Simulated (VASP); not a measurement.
# KTaO3 (Pm-3m) in VASP: a series of runs, part 2 of 2

VASP 6.6.1. The steps go on from the part before.

### Step 3. Single point, PBE (volume scaled by 0.94)

Contents of INCAR:

```
ALGO = Normal
EDIFF = 1E-6
ENCUT = 520
GGA = PE
ISIF = 2
ISMEAR = -1
LASPH = T
LCHARG = F
LREAL = F
LWAVE = F
NBANDS = 27
NELM = 60
PREC = Accurate
SIGMA = 0.05
```

Contents of KPOINTS:

```
k-points
0
Gamma
  7 7 7
```

Contents of POSCAR:

```
KTaO3
1.0
    3.9068832774      0.0000000000      0.0000000000
    0.0000000000      3.9068832774      0.0000000000
    0.0000000000      0.0000000000      3.9068832774
Ta K O
1 1 3
Direct
    0.0000000000      0.0000000000      0.0000000000
    0.5000000000      0.5000000000      0.5000000000
    0.0000000000      0.0000000000      0.5000000000
    0.0000000000      0.5000000000      0.0000000000
    0.5000000000      0.0000000000      0.0000000000
```

Potentials or basis: VASP PAW PBE potentials, release 64 (Ta_pv, K_sv, O).

Run with:

```console
> cat potpaw_PBE.64/Ta_pv/POTCAR potpaw_PBE.64/K_sv/POTCAR potpaw_PBE.64/O/POTCAR > POTCAR
> mpirun -np 1 vasp_std > vasp.out
```

OUTCAR:

```text
EDIFF = 1E-6
   ENCUT = 520
   GGA = PE
   ISIF = 2
   ISMEAR = -1
   LASPH = T
   LREAL = F
   NELM = 60
   PREC = Accurate

 ion  position               nearest neighbor table
   1  0.000  0.000  0.000-   3 1.95   4 1.95   5 1.95   3 1.95   4 1.95   5 1.95   2 3.38   2 3.38
                             2 3.38   2 3.38   2 3.38   2 3.38   2 3.38   2 3.38
   2  0.500  0.500  0.500-   3 2.76   4 2.76   5 2.76   4 2.76   5 2.76   3 2.76   5 2.76   5 2.76
[... 801 lines left out ...]
  -------------------------------------------------------------------------------------
  Total        7.9512711      7.9512711      7.9512711      0.0000000     -0.0000000      0.0000000
  in kB      213.6268486    213.6268486    213.6268486      0.0000000     -0.0000000      0.0000000
  external PRESSURE =     213.6268486 kB  Pullay stress =       0.0000000 kB

 VOLUME and BASIS-vectors are now :
 -----------------------------------------------------------------------------
  energy-cutoff  :      520.00
  volume of cell :       59.63
      direct lattice vectors                 reciprocal lattice vectors
     3.906883277  0.000000000  0.000000000     0.255958504  0.000000000  0.000000000
     0.000000000  3.906883277  0.000000000     0.000000000  0.255958504  0.000000000
     0.000000000  0.000000000  3.906883277     0.000000000  0.000000000  0.255958504

 POSITION                                       TOTAL-FORCE (eV/Angst)
 -----------------------------------------------------------------------------------
      0.00000      0.00000      0.00000         0.000000      0.000000      0.000000
      1.95344      1.95344      1.95344         0.000000      0.000000      0.000000
      0.00000      0.00000      1.95344         0.000000      0.000000      0.000000
      0.00000      1.95344      0.00000         0.000000      0.000000      0.000000
      1.95344      0.00000      0.00000         0.000000      0.000000      0.000000
 -----------------------------------------------------------------------------------
    total drift:                                0.000000     -0.000000      0.000000

  FREE ENERGIE OF THE ION-ELECTRON SYSTEM (eV)
  ---------------------------------------------------
  free  energy   TOTEN  =       -40.7088443538 eV

  energy  without entropy=      -40.7088443538  energy(sigma->0) =      -40.70884435
```

OSZICAR:

```text
N       E                     dE             d eps       ncg     rms          rms(c)
DAV:   1     0.332938163482E+03    0.33294E+03   -0.21200E+04  1080   0.143E+03
DAV:   2    -0.293460414686E+02   -0.36228E+03   -0.35076E+03  1270   0.416E+02
DAV:   3    -0.482887936598E+02   -0.18943E+02   -0.18855E+02  1498   0.925E+01
DAV:   4    -0.490668296678E+02   -0.77804E+00   -0.77674E+00  1792   0.116E+01
DAV:   5    -0.490716806713E+02   -0.48510E-02   -0.48505E-02  1409   0.876E-01    0.385E+01
DAV:   6    -0.408558886551E+02    0.82158E+01   -0.33274E+01  1268   0.406E+01    0.151E+01
DAV:   7    -0.407632185924E+02    0.92670E-01   -0.15189E+00  1434   0.801E+00    0.103E+01
DAV:   8    -0.407222606324E+02    0.40958E-01   -0.29848E-01  1282   0.455E+00    0.280E+00
DAV:   9    -0.407093652875E+02    0.12895E-01   -0.29505E-02  1374   0.125E+00    0.364E-01
DAV:  10    -0.407087697882E+02    0.59550E-03   -0.73938E-03  1542   0.573E-01    0.473E-02
DAV:  11    -0.407088177747E+02   -0.47987E-04   -0.37265E-04  1503   0.126E-01    0.304E-02
DAV:  12    -0.407088444877E+02   -0.26713E-04   -0.56663E-05  1447   0.557E-02    0.142E-02
DAV:  13    -0.407088443538E+02    0.13389E-06   -0.26218E-06  1295   0.115E-02
   1 F= -.40708844E+02 E0= -.40708844E+02  d E =-.129429E-10
```

It took 28 s on 1 thread of Intel Xeon Platinum 8488C (Sapphire Rapids), shared host; peak memory 0.18 GiB.

Results:

| Item | Value |
| --- | --- |
| Free energy | -40.7088 eV |
| Pressure | 21.4 GPa |
| Band gap on the k mesh | 2.37 eV, indirect (least direct gap 2.89 eV) |

Caveat: spin-orbit coupling is left out, which moves the levels of the heavy elements. A k mesh can miss the band edges.

### Step 4. Single point, PBE (volume scaled by 0.96)

Contents of INCAR:

```
SYSTEM = KTaO3
  ALGO = Normal
  EDIFF = 1E-6
  ENCUT = 520
  GGA = PE
  ISIF = 2
  ISMEAR = -1
  LASPH = .True.
  LCHARG = .False.
  LREAL = .False.
  LWAVE = .False.
  NBANDS = 27
  NELM = 100
  PREC = Accurate
  SIGMA = 0.05
```

Contents of KPOINTS:

```
k-points
0
Gamma
  7 7 7
  0 0 0
```

POSCAR, as its differences from that of step 3:

```diff
@@ -2,5 +2,5 @@
 1.0
-    3.9068832774      0.0000000000      0.0000000000
-    0.0000000000      3.9068832774      0.0000000000
-    0.0000000000      0.0000000000      3.9068832774
+    3.9343974464      0.0000000000      0.0000000000
+    0.0000000000      3.9343974464      0.0000000000
+    0.0000000000      0.0000000000      3.9343974464
 Ta K O
```

Potentials or basis: VASP PAW PBE potentials, release 64 (Ta_pv, K_sv, O).

Run with:

```console
> cat potpaw_PBE.64/Ta_pv/POTCAR potpaw_PBE.64/K_sv/POTCAR potpaw_PBE.64/O/POTCAR > POTCAR
> mpirun -np 1 vasp_std > vasp.out
```

OUTCAR:

```text
SYSTEM = KTaO3
   EDIFF = 1E-6
   ENCUT = 520
   GGA = PE
   ISIF = 2
   ISMEAR = -1
   LASPH = .True.
   LREAL = .False.
   NELM = 100
   PREC = Accurate

 ion  position               nearest neighbor table
   1  0.000  0.000  0.000-   3 1.97   4 1.97   5 1.97   3 1.97   4 1.97   5 1.97   2 3.41   2 3.41
                             2 3.41   2 3.41   2 3.41   2 3.41   2 3.41   2 3.41
   2  0.500  0.500  0.500-   3 2.78   4 2.78   5 2.78   4 2.78   5 2.78   3 2.78   5 2.78   5 2.78
                             3 2.78   4 2.78   4 2.78   3 2.78   1 3.41   1 3.41   1 3.41   1 3.41
   3  0.000  0.000  0.500-   1 1.97   1 1.97   2 2.78   2 2.78   2 2.78   2 2.78
   4  0.000  0.500  0.000-   1 1.97   1 1.97   2 2.78   2 2.78   2 2.78   2 2.78
   5  0.500  0.000  0.000-   1 1.97   1 1.97   2 2.78   2 2.78   2 2.78   2 2.78

  LATTYP: Found a simple cubic cell.
 ALAT       =     3.9343974464

  Lattice vectors:

 A1 = (   3.9343974464,   0.0000000000,   0.0000000000)
 A2 = (   0.0000000000,   3.9343974464,   0.0000000000)
 A3 = (   0.0000000000,   0.0000000000,   3.9343974464)

Analysis of symmetry for initial positions (statically):
=====================================================================
[... 176 lines left out ...]
 cond. band min:       4.3511383913   @ k =   0.0000   0.0000   0.0000
 fundamental gap:      2.3258811670
 Fermi energy:         3.1374727496

 k-point     1 :       0.0000    0.0000    0.0000
  band No.  band energies     occupation
      1     -31.8532      2.00000
      2     -31.8532      2.00000
      3     -31.8532      2.00000
      4     -25.2050      2.00000
      5     -15.6137      2.00000
      6     -14.8976      2.00000
[... 589 lines left out ...]
     26      13.4263      0.00000
     27      14.1986      0.00000

------------------------ aborting loop because EDIFF is reached ----------------------------------------

  FORCE on cell =-STRESS in cart. coord.  units (eV):
  Direction    XX          YY          ZZ          XY          YZ          ZX
  --------------------------------------------------------------------------------------
  -------------------------------------------------------------------------------------
  Total        5.9685174      5.9685174      5.9685174      0.0000000     -0.0000000     -0.0000000
  in kB      157.0154395    157.0154395    157.0154395      0.0000000     -0.0000000     -0.0000000
  external PRESSURE =     157.0154395 kB  Pullay stress =       0.0000000 kB

 VOLUME and BASIS-vectors are now :
 -----------------------------------------------------------------------------
  energy-cutoff  :      520.00
  volume of cell :       60.90
      direct lattice vectors                 reciprocal lattice vectors
     3.934397446  0.000000000  0.000000000     0.254168526  0.000000000  0.000000000
     0.000000000  3.934397446  0.000000000     0.000000000  0.254168526  0.000000000
     0.000000000  0.000000000  3.934397446     0.000000000  0.000000000  0.254168526

 POSITION                                       TOTAL-FORCE (eV/Angst)
 -----------------------------------------------------------------------------------
      0.00000      0.00000      0.00000         0.000000      0.000000      0.000000
      1.96720      1.96720      1.96720         0.000000      0.000000      0.000000
      0.00000      0.00000      1.96720         0.000000      0.000000      0.000000
      0.00000      1.96720      0.00000         0.000000      0.000000      0.000000
      1.96720      0.00000      0.00000         0.000000      0.000000      0.000000
 -----------------------------------------------------------------------------------
    total drift:                                0.000000     -0.000000      0.000000

  FREE ENERGIE OF THE ION-ELECTRON SYSTEM (eV)
  ---------------------------------------------------
  free  energy   TOTEN  =       -40.8568974700 eV

  energy  without entropy=      -40.8568974699  energy(sigma->0) =      -40.85689747
```

Wall time 40 s (1 thread of Intel Xeon Platinum 8488C (Sapphire Rapids), shared host); peak memory 0.18 GiB.

Results:

| Item | Value |
| --- | --- |
| Free energy | -40.8569 eV |
| Pressure | 15.7 GPa |
| Band gap on the k mesh | 2.33 eV, indirect (least direct gap 2.86 eV) |

Levels at points of the mesh, in eV from the valence-band top:
| k point | band 17 | band 18 | band 19 | band 20 | band 21 | band 22 |
| --- | --- | --- | --- | --- | --- | --- |
| (0.00, 0.00, 0.00) | -0.54 | -0.54 | -0.54 | 2.33 | 2.33 | 2.33 |

Caveat: spin-orbit coupling is left out, which moves the levels of the heavy elements. A k mesh can miss the band edges.

### Step 5. The runs side by side

| cell | gap on the mesh (eV) | pressure (GPa) |
| --- | --- | --- |
| a = 4.041 Å, 5 atoms | 2.14 | -1.7 |
| a = 3.907 Å, 5 atoms | 2.37 | 21.4 |
| a = 3.934 Å, 5 atoms | 2.33 | 15.7 |

Alike in all rows: task single point; level PBE; potentials or basis VASP PAW PBE potentials, release 64 (Ta_pv, K_sv, O); no spin polarisation; k mesh 7 × 7 × 7; cutoff (eV) 520; smearing fermi-dirac 0.05 eV.

Caveats: spin-orbit coupling is left out, which moves the levels of the heavy elements.

Total energies depend on the potentials used, so only differences within one code and one set of settings carry meaning.
